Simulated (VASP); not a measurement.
Write the native input for VASP 6.6.1 that does the following.

| Quantity | Value |
| --- | --- |
| Task | single point |
| Functional | r2SCAN50 |
| Potentials or basis | VASP PAW PBE potentials, release 64 (P, B) |
| Cutoff | 520 eV |
| k mesh | 5 × 5 × 5 |
| Occupations | fermi-dirac, width 0.05 eV |
| Spin | no spin polarisation |
| Dipole correction | no |
| Grid for exact exchange (PRECFOCK) | Normal |
| Further INCAR settings | ALGO = Normal; EDIFF = 1e-06; NBANDS = 11 |

The system is BP.

```
CELL_PARAMETERS angstrom
0.00000 2.26900 2.26900
2.26900 0.00000 2.26900
2.26900 2.26900 0.00000
ATOMIC_POSITIONS crystal
P 0.75000 0.75000 0.75000
B 0.00000 0.00000 0.00000
```

These files were run (other wordings do the same):

POSCAR

```
BP
1.0
    0.0000000000      2.2690000000      2.2690000000
    2.2690000000      0.0000000000      2.2690000000
    2.2690000000      2.2690000000      0.0000000000
P B
1 1
Direct
    0.7500000000      0.7500000000      0.7500000000
    0.0000000000      0.0000000000      0.0000000000
```

INCAR.step1

```
ALGO = Normal
EDIFF = 1E-5
ENCUT = 520
GGA = PE
ISIF = 2
ISMEAR = -1
LASPH = True
LCHARG = False
LREAL = False
LWAVE = True
NBANDS = 11
NELM = 80
PREC = Accurate
SIGMA = 0.05
```

INCAR.step2

```
AEXX = 0.5
ALGO = Normal
EDIFF = 1E-6
ENCUT = 520
ISIF = 2
ISMEAR = -1
ISTART = 1
LASPH = True
LCHARG = False
LHFCALC = True
LMIXTAU = True
LREAL = False
LWAVE = False
METAGGA = R2SCAN
NBANDS = 11
NELM = 80
PREC = Accurate
PRECFOCK = Normal
SIGMA = 0.05
```

KPOINTS

```
k-points
0
Gamma
  5 5 5
```

Potentials or basis: VASP PAW PBE potentials, release 64 (P, B).

Command:

```sh
$ cat potpaw_PBE.64/P/POTCAR potpaw_PBE.64/B/POTCAR > POTCAR
$ cp INCAR.step1 INCAR
$ mpirun -np 1 vasp_std > vasp.out
$ cp INCAR.step2 INCAR
$ mpirun -np 1 vasp_std > vasp.out
```

It gave:

```
Pressure               : -4.9 GPa
Band gap on the k mesh : 4.25 eV, indirect (least direct gap 6.80 eV)
```

Caveat: the k points lie up to 0.48 Å⁻¹ apart; the PAW data sets were made with another functional, which shifts forces and pressure a little.

Run time: 2.6 min on 1 thread of Intel(R) Xeon(R) Platinum 8259CL CPU @ 2.50GHz (Skylake/Cascade Lake), on a shared host, peak memory 0.14 GiB.
